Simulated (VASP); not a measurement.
Write the native input for VASP 6.6.1 that does the following.

| Property | Result |
| --- | --- |
| Task | single point |
| Functional | r2SCAN |
| Potentials or basis | VASP PAW PBE potentials, release 64 (B) |
| Cutoff | 520 eV |
| k mesh | 9 × 9 × 9 |
| Occupations | gaussian, width 0.02 eV |
| Spin | no spin polarisation |
| Dipole correction | no |
| Further INCAR settings | ALGO = Normal; EDIFF = 1e-06; NBANDS = 30 |

B:

```xyz
12
Lattice="2.4751 1.4290 4.2071 -2.4751 1.4290 4.2071 0.0000 -2.8580 4.2071" Properties=species:S:1:pos:R:3 pbc="T T T"
B    -1.5982    0.9227    2.8351
B     0.0000   -1.8455    2.8351
B     1.5982    0.9227    2.8351
B     1.5982   -0.9227    9.7862
B    -1.5982   -0.9227    9.7862
B     0.0000    1.8455    9.7862
B    -1.0250    0.5918    4.5107
B     0.0000   -1.1836    4.5107
B     1.0250    0.5918    4.5107
B     1.0250   -0.5918    8.1106
B    -1.0250   -0.5918    8.1106
B     0.0000    1.1836    8.1106
```

This cell differs from its parent crystal: volume scaled by 1.03, then relaxed in part.

One way to write it, as run:

POSCAR

```
B
1.0
    2.4750653118      1.4289796240      4.2070979599
   -2.4750653118      1.4289796240      4.2070979599
    0.0000000000     -2.8579592481      4.2070979599
B
12
Direct
    0.0093807152      0.6551154025      0.0093807152
    0.0093807152      0.0093807152      0.6551154025
    0.6551154025      0.0093807152      0.0093807152
    0.9906192848      0.3448845975      0.9906192848
    0.3448845975      0.9906192848      0.9906192848
    0.9906192848      0.9906192848      0.3448845975
    0.2193407408      0.6334910384      0.2193407408
    0.2193407408      0.2193407408      0.6334910384
    0.6334910384      0.2193407408      0.2193407408
    0.7806592592      0.3665089616      0.7806592592
    0.3665089616      0.7806592592      0.7806592592
    0.7806592592      0.7806592592      0.3665089616
```

INCAR.step1

```
  PREC = Accurate
  ENCUT = 520
  ISMEAR = 0
  SIGMA = 0.02
  LREAL = False
  LASPH = True
  NELM = 80
  NBANDS = 30
  GGA = PE
  ALGO = Normal
  EDIFF = 1E-4
  LWAVE = True
  LCHARG = False
```

INCAR.step2

```
  PREC = Accurate
  ENCUT = 520
  EDIFF = 1E-6
  ISMEAR = 0
  SIGMA = 0.02
  LREAL = False
  LASPH = True
  NELM = 80
  ALGO = Normal
  ISIF = 2
  LWAVE = False
  LCHARG = True
  METAGGA = R2SCAN
  LMIXTAU = True
  LELF = True
  LVHAR = True
  NBANDS = 30
  ISTART = 1
```

KPOINTS

```
regular mesh
0
Gamma
  9 9 9
```

Potentials or basis: VASP PAW PBE potentials, release 64 (B).

Command:

```sh
$ cat potpaw_PBE.64/B/POTCAR > POTCAR
$ cp INCAR.step1 INCAR
$ mpirun -np 1 vasp_std > vasp.out
$ cp INCAR.step2 INCAR
$ mpirun -np 1 vasp_std > vasp.out
```

It gave:

* Pressure: -5.8 GPa
* Largest force: 0.024 eV/Å
* Band gap on the k mesh: 1.72 eV, indirect (least direct gap 2.21 eV)

Caveat: the PAW data sets were made with another functional, which shifts forces and pressure a little.

It took 13 min on 1 thread of AMD EPYC 7R43 64-Core Processor (Zen 3), on a shared host, peak memory 0.3 GiB.
